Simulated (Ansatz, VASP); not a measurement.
**Two plane-wave programs on Al2InN3**

INCAR

```
  PREC = Accurate
  ENCUT = 520
  EDIFF = 1E-6
  ISMEAR = 0
  SIGMA = 0.05
  LREAL = False
  LASPH = True
  NELM = 60
  ALGO = Normal
  ISIF = 2
  LWAVE = False
  LCHARG = False
  GGA = PE
  NBANDS = 46
```

Contents of KPOINTS:

```
Automatic mesh
0
Gamma
  6 6 6
```

Contents of POSCAR:

```
Al2InN3
1.0
    5.0895273839     -2.8497443393      0.0000000000
    5.0895273839      2.8497443393      0.0000000000
    0.0000000000      0.0000000000      5.4337289711
Al In N
4 2 6
Direct
    0.0084427086      0.3348641725      0.9917411822
    0.6651358275      0.9915572914      0.9917411822
    0.9915572914      0.6651358275      0.4917411822
    0.3348641725      0.0084427086      0.4917411822
    0.3220722962      0.6779277038      0.9869930315
    0.6779277038      0.3220722962      0.4869930315
    0.0367610679      0.3336262977      0.3556963910
    0.6663737023      0.9632389321      0.3556963910
    0.9632389321      0.6663737023      0.8556963910
    0.3336262977      0.0367610679      0.8556963910
    0.2982358752      0.7017641248      0.4061317922
    0.7017641248      0.2982358752      0.9061317922
```

Input for Ansatz:

```yaml
crystal:
  lattice:
    - [5.0895273839, -2.8497443393, 0.0]
    - [5.0895273839, 2.8497443393, 0.0]
    - [0.0, 0.0, 5.4337289711]
  atoms:
    - { symbol: Al, position: [0.0084427086, 0.3348641725, 0.9917411822] }
    - { symbol: Al, position: [0.6651358275, 0.9915572914, 0.9917411822] }
    - { symbol: Al, position: [0.9915572914, 0.6651358275, 0.4917411822] }
    - { symbol: Al, position: [0.3348641725, 0.0084427086, 0.4917411822] }
    - { symbol: In, position: [0.3220722962, 0.6779277038, 0.9869930315] }
    - { symbol: In, position: [0.6779277038, 0.3220722962, 0.4869930315] }
    - { symbol: "N", position: [0.0367610679, 0.3336262977, 0.355696391] }
    - { symbol: "N", position: [0.6663737023, 0.9632389321, 0.355696391] }
    - { symbol: "N", position: [0.9632389321, 0.6663737023, 0.855696391] }
    - { symbol: "N", position: [0.3336262977, 0.0367610679, 0.855696391] }
    - { symbol: "N", position: [0.2982358752, 0.7017641248, 0.4061317922] }
    - { symbol: "N", position: [0.7017641248, 0.2982358752, 0.9061317922] }
basis:
  ecutwfc: 520.0
kpoints:
  mp_grid: { grid: [6, 6, 6] }
hamiltonian:
  xc: pbe
  pseudopotentials: { kind: paw, azcp: { folder: soft_1 } }
scf:
  occupations: { method: gaussian, width: 0.05 }
output:
  forces: true
  stress: true
  eigenvalues: true
```

Change from the starting cell: volume 13.135 Å^3 an atom, stretch along b over the lengths across it, relative to the relaxed cell 0.9736.

Alike in both runs: task single point; functional PBE; k mesh 6 × 6 × 6; occupations gaussian, width 0.05 eV; no spin polarisation.

|  | VASP | Ansatz |
| --- | --- | --- |
| version | VASP 6.6.1 | Ansatz 0.2.0 |
| potentials or method | VASP PAW PBE potentials, release 64 (Al, In_d, N), cutoff 520 eV | scalar-relativistic, plane waves, PAW |
| valence electrons in the cell | 68 | 68 |

|  | VASP | Ansatz | Ansatz less VASP |
| --- | --- | --- | --- |
| gap on the k mesh at the Fermi level (eV) | 1.72 | 1.72 | +0.002 |
| least direct gap on the mesh (eV) | 1.72 | 1.72 | +0.002 |
| pressure (GPa) | -11.0 | -10.9 | +0.06 |
| traceless stress, the component that is largest in VASP (GPa) | 4.19 | 4.16 | -0.028 |
| rms of the force components (eV/Å) | 0.105 | 0.104 | -0.0008 |

Atom by atom the forces differ by 0.009 eV/Å (rms over components). With one functional, cell and mesh, what is left measures potentials, basis and numerics.
